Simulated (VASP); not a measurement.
Runs of VASP 6.6.1 on Pt. The structure is that of space group Fm-3m (No. 225), or close to it. The cells are those of the table. 

| cell | gap on the mesh (eV) | pressure (GPa) |
| --- | --- | --- |
| a = 2.716 Å, angles 60.0°, 1 atom | none | 15.1 |
| a = 2.789 Å, angles 60.0°, 1 atom | none | -10.1 |
| a = 2.753 Å, angles 60.0°, 1 atom | none | 0.9 |
| a = 2.638 Å, angles 60.0°, 1 atom | none | 56.7 |
| a = 2.866, b = 2.866, c = 2.753 Å, angles 61.3, 61.3, 57.4°, 1 atom | none | (a) |
| a = 2.676, b = 2.676, c = 2.571 Å, angles 61.3, 61.3, 57.4°, 1 atom | none | (b) |
| a = 2.830, b = 2.830, c = 2.718 Å, angles 61.3, 61.3, 57.4°, 1 atom | none | -9.3 |
| a = 2.755, b = 2.755, c = 2.647 Å, angles 61.3, 61.3, 57.4°, 1 atom | none | 16.0 |

Alike in all rows: task single point; level LDA; potentials or basis VASP PAW LDA potentials, release 64 (Pt); no spin polarisation; k mesh 22 × 22 × 22; cutoff (eV) 520; smearing gaussian 0.15 eV.

Task: Fill in the values left out.

Result: (a) -17.9; (b) 57.8.

Caveats: spin-orbit coupling is left out, which moves the levels of the heavy elements.

A k mesh can miss the band edges, and the runs leave out spin-orbit coupling on Pt.

A gap of «none» marks levels without a gap at the run's occupations.
